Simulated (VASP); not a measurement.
# H6CO: single point with r2SCAN

The system is H6CO.

```
O H C
1.0
     7.19197    0.00000    0.00000
     0.00000    7.19197    0.00000
     0.00000    0.00000    7.19197
O H C
4 24 4
Direct
  0.78549 0.79679 0.86053
  0.89062 0.17543 0.74537
  0.15866 0.77746 0.92856
  0.34785 0.78490 0.27208
  0.69051 0.79091 0.95790
  0.79422 0.92766 0.82835
  0.89027 0.15086 0.61708
  0.79952 0.27011 0.76490
  0.02230 0.76174 0.93593
  0.18985 0.66779 0.86644
  0.26347 0.80137 0.16816
  0.29164 0.68786 0.34391
  0.32885 0.37724 0.12446
  0.15469 0.25235 0.00103
  0.22278 0.18464 0.22563
  0.37392 0.14607 0.04644
  0.72539 0.55334 0.29972
  0.84610 0.45131 0.11182
  0.94159 0.44458 0.34420
  0.94161 0.64747 0.23170
  0.60142 0.12740 0.37586
  0.73899 0.91271 0.42841
  0.83328 0.09814 0.29487
  0.64929 0.95890 0.20274
  0.45007 0.52271 0.73239
  0.38532 0.29233 0.65573
  0.43700 0.46907 0.48561
  0.22930 0.48371 0.62075
  0.27141 0.24637 0.09509
  0.86207 0.52012 0.24616
  0.70886 0.02530 0.32407
  0.37570 0.43768 0.62321
```

| Item | Value |
| --- | --- |
| Program | VASP 6.6.1 |
| Task | single point |
| Functional | r2SCAN |
| Potentials or basis | VASP PAW PBE potentials, release 64 (O, H, C) |
| Cutoff | 580 eV |
| k mesh | 1 × 1 × 1 |
| Occupations | fermi-dirac, width 0.02 eV |
| Spin | no spin polarisation |
| Dipole correction | no |
| Further INCAR settings | LREAL = Auto; ALGO = Normal; EDIFF = 1e-06; NBANDS = 54 |

```json
{
  "Pressure": "0.4 GPa",
  "Largest force": "2.054 eV/Å",
  "Band gap on the k mesh": "5.34 eV"
}
```

Forces in eV/Å, atoms in the order of the input:
```
O   -0.644 -0.175  0.649
O    0.192 -0.231  1.437
O   -1.163  0.964  0.941
O    0.153  0.138  0.121
H    0.456 -0.023 -0.505
H    0.177  0.208 -0.060
H   -0.016 -0.226 -1.473
H   -0.345  0.385 -0.014
H    0.252  0.614 -0.108
H    0.930 -1.478 -0.838
H   -0.032 -0.058 -0.482
H   -0.069 -0.191  0.237
H    0.646  1.343  0.074
H   -0.120  0.105 -0.320
H   -0.098  0.167  0.001
H    0.102  0.252 -0.298
H   -0.189  0.052  0.203
H    0.283 -0.086  0.199
H    0.325 -1.123  0.616
H   -0.150  0.337 -0.381
H    0.788 -0.909 -0.161
H   -0.442  0.858 -0.559
H    1.012  0.536 -0.497
H    0.092  0.029 -0.119
H   -0.434 -0.647 -0.842
H   -0.067 -0.495  0.060
H   -0.080 -0.215  0.540
H    0.304 -0.312  0.034
C   -0.508 -1.860  0.513
C   -0.246  0.816 -0.619
C   -1.404 -0.419  1.439
C    0.295  1.644  0.211
```

Stress tensor (GPa, compression positive):
```
 0.05  0.13 -0.19
 0.13  0.88  0.01
-0.19  0.01  0.21
```

Levels at points of the mesh, in eV from the valence-band top:
```csv
k point,band 30,band 31,band 32,band 33,band 34,band 35
"(0.00, 0.00, 0.00)",-0.85,-0.41,0.00,5.34,7.54,8.02
```

It took 2.5 min on 1 thread of AMD EPYC 7R43 64-Core Processor (Zen 3), on a shared host, peak memory 0.41 GiB.

Caveat: the k points lie up to 0.87 Å⁻¹ apart; the PAW data sets were made with another functional, which shifts forces and pressure a little.
